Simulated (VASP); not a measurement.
# CuO3 (Pm-3m) in VASP: notebook

Runs on CuO3. Level: PBE. Tasks: relaxation of cell and atoms.

Program: VASP 6.6.1. These are calculated values, not measurements. Logs are shortened: lines on timing, memory, paths and dates and some standing lists are left out, and cuts for length are marked.

## (1) The cell of the first run

The structure is cubic, space group Pm-3m (No. 221). Conventional cell: a = 3.364 Å, b = 3.364 Å, c = 3.364 Å, α = 90.00°, β = 90.00°, γ = 90.00°. Within 3.1 Å of Cu (site symmetry m-3m) lie 12 O at 2.38 Å. Within 3.1 Å of O (site symmetry 4/mmm) lie 4 Cu at 2.38 Å and 8 O at 2.38 Å.

## (2) Relaxation of cell and atoms, PBE, collinear spin, ferromagnetic start

INCAR reads:

```
PREC = Accurate
ENCUT = 600
EDIFF = 1E-7
ISMEAR = 0
SIGMA = 0.1
LREAL = F
LASPH = T
NELM = 200
ALGO = Normal
ISIF = 3
LWAVE = F
LCHARG = F
ISPIN = 2
MAGMOM = 0.71 1.59 1.59 1.59
LORBIT = 11
LMAXMIX = 4
GGA = PE
IBRION = 2
NSW = 100
EDIFFG = -0.01
GGA_COMPAT = F
NELMIN = 4
```

KPOINTS reads:

```
Automatic mesh
0
Gamma
  14 14 14
```

POSCAR reads:

```
CuO3
1.0
    3.3644726583      0.0000000000      0.0000000000
    0.0000000000      3.3644726583      0.0000000000
    0.0000000000      0.0000000000      3.3644726583
Cu O
1 3
Direct
    0.0000000000      0.0000000000      0.0000000000
    0.0000000000      0.5000000000      0.5000000000
    0.5000000000      0.0000000000      0.5000000000
    0.5000000000      0.5000000000      0.0000000000
```

Potentials or basis: VASP PAW PBE potentials, release 64 (Cu, O).

Command:

```console
cat potpaw_PBE.64/Cu/POTCAR potpaw_PBE.64/O/POTCAR > POTCAR
mpirun -np 1 vasp_std > vasp.out
```

OUTCAR:

```text
PREC = Accurate
   ENCUT = 600
   EDIFF = 1E-7
   ISMEAR = 0
   LREAL = F
   LASPH = T
   NELM = 200
   ISIF = 3
   ISPIN = 2
   LORBIT = 11
   GGA = PE
   IBRION = 2
   NSW = 100
   EDIFFG = -0.01
   NELMIN = 4

 ion  position               nearest neighbor table
   1  0.000  0.000  0.000-   2 2.38   3 2.38   4 2.38   2 2.38   3 2.38   2 2.38   4 2.38   2 2.38
                             3 2.38   4 2.38   3 2.38   4 2.38
   2  0.000  0.500  0.500-   1 2.38   1 2.38   1 2.38   1 2.38
   3  0.500  0.000  0.500-   1 2.38   1 2.38   1 2.38   1 2.38
   4  0.500  0.500  0.000-   1 2.38   1 2.38   1 2.38   1 2.38

  LATTYP: Found a simple cubic cell.
 ALAT       =     3.3644726583

  Lattice vectors:

 A1 = (   3.3644726583,   0.0000000000,   0.0000000000)
 A2 = (   0.0000000000,   3.3644726583,   0.0000000000)
 A3 = (   0.0000000000,   0.0000000000,   3.3644726583)

Analysis of symmetry for initial positions (statically):
=====================================================================
 Subroutine PRICEL returns:
 Original cell was already a primitive cell.

 Routine SETGRP: Setting up the symmetry group for a
 simple cubic supercell.

 Subroutine GETGRP returns: Found 48 space group operations
 (whereof 48 operations were pure point group operations)
 out of a pool of 48 trial point group operations.

The static configuration has the point symmetry O_h .

Analysis of symmetry for dynamics (positions and initial velocities):
=====================================================================
 Subroutine PRICEL returns:
 Original cell was already a primitive cell.

 Routine SETGRP: Setting up the symmetry group for a
 simple cubic supercell.

 Subroutine GETGRP returns: Found 48 space group operations
 (whereof 48 operations were pure point group operations)
 out of a pool of 48 trial point group operations.

The dynamic configuration has the point symmetry O_h .

Analysis of structural, dynamic, and magnetic symmetry:
=====================================================================
 Subroutine PRICEL returns:
 Original cell was already a primitive cell.

 Routine SETGRP: Setting up the symmetry group for a
 simple cubic supercell.

 Subroutine GETGRP returns: Found 48 space group operations
 (whereof 48 operations were pure point group operations)
 out of a pool of 48 trial point group operations.

The overall configuration has the point symmetry O_h .

[... 186 lines left out ...]
  free  energy   TOTEN  =       -13.5752607200 eV

  energy  without entropy=      -13.5465127801  energy(sigma->0) =      -13.56088675

--------------------------------------- Ionic step        2  -------------------------------------------

 number of electron      29.0000021 magnetization       0.0000077

 number of electron      29.0000021 magnetization      -0.0000364

 Free energy of the ion-electron system (eV)
  ---------------------------------------------------
  ext. energy  EPLUGINS =         0.00000000
  ---------------------------------------------------
  free energy    TOTEN  =       -13.67997001 eV

  energy without entropy =      -13.64426675  energy(sigma->0) =      -13.66211838

 E-fermi :   4.1633     XC(G=0): -12.3064

 val. band max:        4.1606841401   @ k =   0.5000   0.2143   0.1429
 cond. band min:       4.1637665169   @ k =   0.4286   0.1429   0.1429
 fundamental gap:      0.0030823769
 Fermi energy:         4.1632731003

 spin component 1

 k-point     1 :       0.0000    0.0000    0.0000
  band No.  band energies     occupation
      1     -16.1061      1.00000
      2     -11.8285      1.00000
      3     -11.8285      1.00000
      4      -0.9566      1.00000
      5      -0.9566      1.00000
      6      -0.9566      1.00000
[... 565 lines left out ...]
     20      17.7289      0.00000
     21      18.3018      0.00000

 [... further k-points ...]

 spin component 2

 k-point     1 :       0.0000    0.0000    0.0000
  band No.  band energies     occupation
      1     -16.1060      1.00000
      2     -11.8284      1.00000
      3     -11.8284      1.00000
      4      -0.9565      1.00000
      5      -0.9565      1.00000
      6      -0.9565      1.00000
[... 565 lines left out ...]
     20      17.7288      0.00000
     21      18.3017      0.00000

 [... further k-points ...]

------------------------ aborting loop because EDIFF is reached ----------------------------------------

  FORCE on cell =-STRESS in cart. coord.  units (eV):
  Direction    XX          YY          ZZ          XY          YZ          ZX
  --------------------------------------------------------------------------------------
  -------------------------------------------------------------------------------------
  Total       -0.0344635     -0.0344635     -0.0344635      0.0000000     -0.0000000      0.0000000
  in kB       -1.5812372     -1.5812372     -1.5812372      0.0000000     -0.0000000      0.0000000
  external PRESSURE =      -1.5812372 kB  Pullay stress =       0.0000000 kB

 VOLUME and BASIS-vectors are now :
 -----------------------------------------------------------------------------
  energy-cutoff  :      600.00
  volume of cell :       34.92
      direct lattice vectors                 reciprocal lattice vectors
     3.268568512  0.000000000  0.000000000     0.305944329  0.000000000  0.000000000
    -0.000000000  3.268568512 -0.000000000    -0.000000000  0.305944329  0.000000000
    -0.000000000 -0.000000000  3.268568512    -0.000000000  0.000000000  0.305944329

 POSITION                                       TOTAL-FORCE (eV/Angst)
 -----------------------------------------------------------------------------------
      0.00000      0.00000      0.00000         0.000000      0.000000      0.000000
     -0.00000      1.63428      1.63428        -0.000000      0.000000      0.000000
      1.63428     -0.00000      1.63428         0.000000     -0.000000      0.000000
      1.63428      1.63428      0.00000         0.000000      0.000000      0.000000
 -----------------------------------------------------------------------------------
    total drift:                                0.000000      0.000000      0.000000

  FREE ENERGIE OF THE ION-ELECTRON SYSTEM (eV)
  ---------------------------------------------------
  free  energy   TOTEN  =       -13.6799700098 eV

  energy  without entropy=      -13.6442667464  energy(sigma->0) =      -13.66211838

 reached required accuracy - stopping structural energy minimisation

 total charge

# of ion       s       p       d       tot
------------------------------------------
    1        0.235   0.236   9.105   9.576
    2        1.635   3.065   0.000   4.701
    3        1.635   3.065   0.000   4.701
    4        1.635   3.065   0.000   4.701
--------------------------------------------------
tot          5.141   9.433   9.105  23.679

 magnetization (x)

# of ion       s       p       d       tot
------------------------------------------
    1        0.000   0.000  -0.000  -0.000
    2        0.000   0.000   0.000   0.000
    3        0.000   0.000   0.000   0.000
    4        0.000   0.000   0.000   0.000
--------------------------------------------------
tot          0.000   0.000  -0.000  -0.000
```

CONTCAR:

```text
CuO3
   1.00000000000000
     3.2685685115924841    0.0000000000000000    0.0000000000000000
    -0.0000000000000000    3.2685685115924841   -0.0000000000000000
    -0.0000000000000000   -0.0000000000000000    3.2685685115924841
  Cu              O
     1     3
Direct
     0.0000000000000000    0.0000000000000000    0.0000000000000000
     0.0000000000000000    0.5000000000000000    0.5000000000000000
     0.5000000000000000    0.0000000000000000    0.5000000000000000
     0.5000000000000000    0.5000000000000000    0.0000000000000000

  0.00000000E+00  0.00000000E+00  0.00000000E+00
  0.00000000E+00  0.00000000E+00  0.00000000E+00
  0.00000000E+00  0.00000000E+00  0.00000000E+00
  0.00000000E+00  0.00000000E+00  0.00000000E+00
```

Run time: 32 min. Hardware: 1 thread of Oxide Virtual Turin-like, shared host; peak memory 0.28 GiB.

What came out:

* Free energy: -13.6800 eV
* Relaxed volume: 8.73 Å³/atom
* Relaxed cell: a = 3.269 Å, b = 3.269 Å, c = 3.269 Å, α = 90.00°, β = 90.00°, γ = 90.00°
* Space group after relaxing (to 0.1 Å): Pm-3m (No. 221)
* Energy gained by relaxing: 26.2 meV/atom
* Ionic steps: 2
* Pressure after relaxing: -0.2 GPa
* Net moment: 0.00 μB per cell
* Valence electrons inside the program's atomic spheres: Cu 9.58; O 4.70

Step by step:
| step | energy change (eV) | largest force (eV/Å) | pressure (GPa) | volume (Å³) |
| --- | --- | --- | --- | --- |
| 1 | 0.0000 | 0.0000 | -9.94 | 38.08 |
| 2 | -0.1047 | 0.0000 | -0.16 | 34.92 |

Final structure:
```
Cu O
1.0
     3.26857    0.00000    0.00000
     0.00000    3.26857    0.00000
     0.00000    0.00000    3.26857
Cu O
1 3
Direct
  0.00000 0.00000 0.00000
  0.00000 0.50000 0.50000
  0.50000 0.00000 0.50000
  0.50000 0.50000 0.00000
```

Levels at points of the mesh, in eV from the Fermi level:
Spin up:
```tsv
k point	band 12	band 13	band 14	band 15	band 16	band 17	band 18	band 19
(0.00, 0.00, 0.00)	-1.36	-1.36	-1.36	0.39	0.39	0.39	3.78	15.69
(0.50, 0.00, 0.00)	-1.70	-1.13	-1.13	0.02	0.48	0.48	8.03	9.64
(0.50, 0.50, 0.00)	-1.52	-1.46	-0.05	-0.05	0.62	0.76	8.20	12.47
(0.50, 0.50, 0.50)	-1.63	0.40	0.40	0.40	0.67	0.67	4.34	14.71
```
Spin down:
```csv
k point,band 12,band 13,band 14,band 15,band 16,band 17,band 18,band 19
"(0.00, 0.00, 0.00)",-1.36,-1.36,-1.36,0.39,0.39,0.39,3.78,15.69
"(0.50, 0.00, 0.00)",-1.70,-1.13,-1.13,0.02,0.48,0.48,8.03,9.64
"(0.50, 0.50, 0.00)",-1.52,-1.46,-0.05,-0.05,0.62,0.76,8.20,12.47
"(0.50, 0.50, 0.50)",-1.63,0.40,0.40,0.40,0.67,0.67,4.34,14.71
```

Caveat: semilocal functionals often make such compounds metallic where correlation or magnetic order opens a gap, which also shifts bond lengths. With open d or f shells a metallic result of PBE can be an artefact of self-interaction; +U or a hybrid may open a gap.

## (3) Relaxation of cell and atoms, PBE, collinear spin

This run uses another cell than the first one, of 8.65 Å³/atom.

INCAR reads:

```
SYSTEM = CuO3
ALGO     = Normal         ! electronic algorithm
EDIFF    = 1E-7           ! SCF threshold, eV
EDIFFG   = -0.01          ! ionic threshold
ENCUT    = 600            ! plane-wave cutoff, eV
GGA      = PE             ! functional
GGA_COMPAT= .FALSE.      
IBRION   = 2              ! ionic algorithm
ISIF     = 3              ! what is computed and relaxed
ISMEAR   = 0              ! smearing method
ISPIN    = 2              ! spin polarisation
LASPH    = .TRUE.         ! aspherical terms in the spheres
LCHARG   = .FALSE.        ! write CHGCAR
LMAXMIX  = 4              ! l up to which the mixer works
LORBIT   = 11             ! projections on sites
LREAL    = .FALSE.        ! projectors in reciprocal space
LWAVE    = .FALSE.        ! write WAVECAR
MAGMOM   = 0.14 0 0 0     ! initial moments
NELM     = 200            ! most SCF steps
NELMIN   = 4            
NSW      = 100            ! ionic steps
PREC     = Accurate       ! precision mode
SIGMA    = 0.1            ! smearing width, eV
```

KPOINTS reads:

```
k-points
0
G
  14 14 14
  0 0 0
```

POSCAR reads:

```
CuO3
1.0
    3.2590722002      0.0000000000      0.0000000000
    0.0000000000      3.2590722002      0.0000000000
    0.0000000000      0.0000000000      3.2590722002
Cu O
1 3
Direct
    0.0000000000      0.0000000000      0.0000000000
    0.0000000000      0.5000000000      0.5000000000
    0.5000000000      0.0000000000      0.5000000000
    0.5000000000      0.5000000000      0.0000000000
```

Potentials or basis: VASP PAW PBE potentials, release 64 (Cu, O).

Command:

```console
cat potpaw_PBE.64/Cu/POTCAR potpaw_PBE.64/O/POTCAR > POTCAR
mpirun -np 1 vasp_std > vasp.out
```

Wall time 16 min (1 thread of Oxide Virtual Turin-like, shared host); peak memory 0.25 GiB.

Results (log left out):

```yaml
Free_energy: -13.6699 eV
Relaxed_volume: 8.74 Å³/atom
Relaxed_cell: a = 3.270 Å, b = 3.270 Å, c = 3.270 Å, α = 90.00°, β = 90.00°, γ = 90.00°
Space_group_after_relaxing_to_0.1_Å: Pm-3m (No. 221)
Energy_gained_by_relaxing: 0.3 meV/atom
Ionic_steps: 2
Pressure_after_relaxing: -0.2 GPa
Net_moment: 0.00 μB per cell
Valence_electrons_inside_the_program's_atomic_spheres: Cu 9.57; O 4.70
```

The path:
| step | energy change (eV) | largest force (eV/Å) | pressure (GPa) | volume (Å³) |
| --- | --- | --- | --- | --- |
| 1 | 0.0000 | 0.0000 | 1.28 | 34.62 |
| 2 | -0.0012 | 0.0000 | -0.16 | 34.96 |

Final structure:
```cif
data_structure
_symmetry_space_group_name_H-M 'P 1'
_symmetry_Int_Tables_number 1
_cell_length_a 3.2699
_cell_length_b 3.2699
_cell_length_c 3.2699
_cell_angle_alpha 90.000
_cell_angle_beta 90.000
_cell_angle_gamma 90.000
_cell_volume 34.96
loop_
_atom_site_label
_atom_site_type_symbol
_atom_site_fract_x
_atom_site_fract_y
_atom_site_fract_z
_atom_site_occupancy
Cu1 Cu 0.00000 0.00000 0.00000 1
O1 O 0.00000 0.50000 0.50000 1
O2 O 0.50000 0.00000 0.50000 1
O3 O 0.50000 0.50000 0.00000 1
```

Levels at points of the mesh, in eV from the Fermi level:
Spin up:
| k point | band 11 | band 12 | band 13 | band 14 | band 15 | band 16 | band 17 | band 18 |
| --- | --- | --- | --- | --- | --- | --- | --- | --- |
| (0.00, 0.00, 0.00) | -1.84 | -1.36 | -1.36 | -1.36 | 0.39 | 0.39 | 0.39 | 3.78 |
| (0.50, 0.00, 0.00) | -1.82 | -1.70 | -1.13 | -1.13 | 0.02 | 0.48 | 0.48 | 8.02 |
| (0.50, 0.50, 0.00) | -1.92 | -1.52 | -1.46 | -0.05 | -0.05 | 0.62 | 0.75 | 8.19 |
| (0.50, 0.50, 0.50) | -1.63 | -1.63 | 0.40 | 0.40 | 0.40 | 0.66 | 0.66 | 4.33 |
Spin down:
| k point | band 11 | band 12 | band 13 | band 14 | band 15 | band 16 | band 17 | band 18 |
| --- | --- | --- | --- | --- | --- | --- | --- | --- |
| (0.00, 0.00, 0.00) | -1.84 | -1.36 | -1.36 | -1.36 | 0.39 | 0.39 | 0.39 | 3.78 |
| (0.50, 0.00, 0.00) | -1.82 | -1.70 | -1.13 | -1.13 | 0.02 | 0.48 | 0.48 | 8.02 |
| (0.50, 0.50, 0.00) | -1.92 | -1.52 | -1.46 | -0.05 | -0.05 | 0.62 | 0.75 | 8.19 |
| (0.50, 0.50, 0.50) | -1.63 | -1.63 | 0.40 | 0.40 | 0.40 | 0.67 | 0.67 | 4.33 |

Caveat: semilocal functionals often make such compounds metallic where correlation or magnetic order opens a gap, which also shifts bond lengths. With open d or f shells a metallic result of PBE can be an artefact of self-interaction; +U or a hybrid may open a gap.
